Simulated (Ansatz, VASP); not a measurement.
# Two plane-wave programs on CdH

```
Cd H
1.0
     0.00000    2.41162    2.41162
     2.41162    0.00000    2.41162
     2.41162    2.41162    0.00000
Cd H
1 1
Direct
  0.00000 0.00000 0.00000
  0.50000 0.50000 0.50000
```

Alike in both runs: functional PBE; k mesh 20 × 20 × 20; occupations gaussian, width 0.1 eV; no spin polarisation.

Ansatz relaxed the structure, and its values are those at the end. VASP's run is a single point on that final structure, the one shown.

|  | VASP | Ansatz |
| --- | --- | --- |
| version | VASP 6.6.1 | Ansatz 0.2.0 |
| potentials or method | VASP PAW PBE potentials, release 64 (Cd, H), cutoff 520 eV | scalar-relativistic, plane waves, PAW |
| valence electrons in the cell | 13 | 21 |

Ansatz gave:

- gap on the k mesh at the Fermi level (eV): none
- pressure (GPa): 0.0

What did VASP give for the same quantities?

gap on the k mesh at the Fermi level (eV): none; pressure (GPa): 0.1.

A gap of «none» marks a metal or a gap that the smearing closes. VASP's potentials hold 13 valence electrons a cell and Ansatz's 21, so a difference there can come from the potentials and not from the codes.
